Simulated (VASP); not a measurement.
Write the native input for VASP 6.6.1 that does the following.

```yaml
Task: single point
Functional: LDA
Potentials_or_basis: VASP PAW LDA potentials, release 64 (Ti_sv)
Cutoff: 520 eV
k_mesh: 18 × 18 × 18
Occupations: gaussian, width 0.1 eV
Spin: no spin polarisation
Dipole_correction: no
Further_INCAR_settings: ALGO = Normal; EDIFF = 1e-07; NBANDS = 12
```

The structure of Ti lies in POSCAR:

```
Ti
1.0
    0.0000000000      2.0560175227      2.0560175227
    2.0560175227      0.0000000000      2.0560175227
    2.0560175227      2.0560175227      0.0000000000
Ti
1
Direct
    0.0000000000      0.0000000000      0.0000000000
```

One way to write it, as run:

INCAR

```
SYSTEM = Ti
  PREC = Accurate
  ENCUT = 520
  EDIFF = 1E-7
  ISMEAR = 0
  SIGMA = 0.1
  LREAL = .False.
  LASPH = .True.
  NELM = 80
  ALGO = Normal
  ISIF = 2
  LWAVE = .False.
  LCHARG = .False.
  NBANDS = 12
```

KPOINTS

```
Automatic mesh
0
Gamma
  18 18 18
  0 0 0
```

Potentials or basis: VASP PAW LDA potentials, release 64 (Ti_sv).

Launch:

```bash
$ cat potpaw_LDA.64/Ti_sv/POTCAR > POTCAR
$ mpirun -np 1 vasp_std > vasp.out
```

It gave:

```json
{"Pressure": "-8.8 GPa", "Band gap on the k mesh": "zero (band 6 reaches 8.82 eV, above the bottom of band 7 at 7.54 eV)"}
```

It took 46 s on 1 thread of Intel Xeon 8259CL, on a shared host, peak memory 0.16 GiB.
